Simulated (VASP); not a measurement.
A run of VASP 6.6.1 is set up as follows.

INCAR

```
PREC = Accurate ; ENCUT = 520
EDIFF = 1E-6 ; ISMEAR = 0
SIGMA = 0.15 ; LREAL = False
LASPH = True ; NELM = 60
ALGO = Normal ; ISIF = 2
LWAVE = False ; LCHARG = True
LELF = True ; LVHAR = True
NBANDS = 10
```

The input KPOINTS:

```
Automatic mesh
0
Gamma
  14 14 14
```

File POSCAR:

```
K
1.0
   -2.6180000000      2.6180000000      2.6180000000
    2.6180000000     -2.6180000000      2.6180000000
    2.6180000000      2.6180000000     -2.6180000000
K
1
Direct
    0.0000000000      0.0000000000      0.0000000000
```

Potentials or basis: VASP PAW LDA potentials, release 64 (K_sv).

The run is started by

```bash
$ cat potpaw_LDA.64/K_sv/POTCAR > POTCAR
$ mpirun -np 1 vasp_std > vasp.out
```

Problem. Predict the band gap on the k mesh.

Solution. Zero (an odd number of electrons rules out a gap without spin polarisation).

Problem. What does it give for the pressure?

Solution. -0.4 GPa.
